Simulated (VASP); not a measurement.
Input of a VASP 6.6.1 run:

Contents of INCAR:

```
PREC = Accurate
ENCUT = 520
EDIFF = 1E-8
ISMEAR = -1
SIGMA = 0.08
LREAL = F
LASPH = T
NELM = 100
ALGO = Normal
ISIF = 2
LWAVE = F
LCHARG = F
LEFG = T
NBANDS = 26
```

The input KPOINTS:

```
Automatic mesh
0
Gamma
  6 6 11
```

Contents of POSCAR:

```
InSb
1.0
    5.3924778551      0.0000000000      0.0000000000
    0.0000000000      5.7498289170      0.0000000000
    0.0000000000      0.0000000000      3.0832853594
In Sb
2 2
Direct
    0.0000000000      0.0000000000      0.0000000000
    0.5000000000      0.5000000000      0.0000000000
    0.5000000000      0.0000000000      0.8350000000
    0.0000000000      0.5000000000      0.1650000000
```

Potentials or basis: VASP PAW LDA potentials, release 64 (In_d, Sb).

Launch:

```sh
$ cat potpaw_LDA.64/In_d/POTCAR potpaw_LDA.64/Sb/POTCAR > POTCAR
$ mpirun -np 1 vasp_std > vasp.out
```

Problem. Predict the largest force.

Solution. 0.563 eV/Å.

Problem. Estimate the pressure.

Solution. 9.7 GPa.

Electric field gradients, principal values (V/Å²):
```tsv
atom	least	middle	greatest (by size)
1 In	12.307	71.456	-83.763
2 In	12.307	71.456	-83.763
3 Sb	-73.806	-81.723	155.529
4 Sb	-73.806	-81.723	155.529
```

Caveat: without QUAD_EFG the Cq values of the log hold for a quadrupole moment of 1 mb, not for the nuclei.
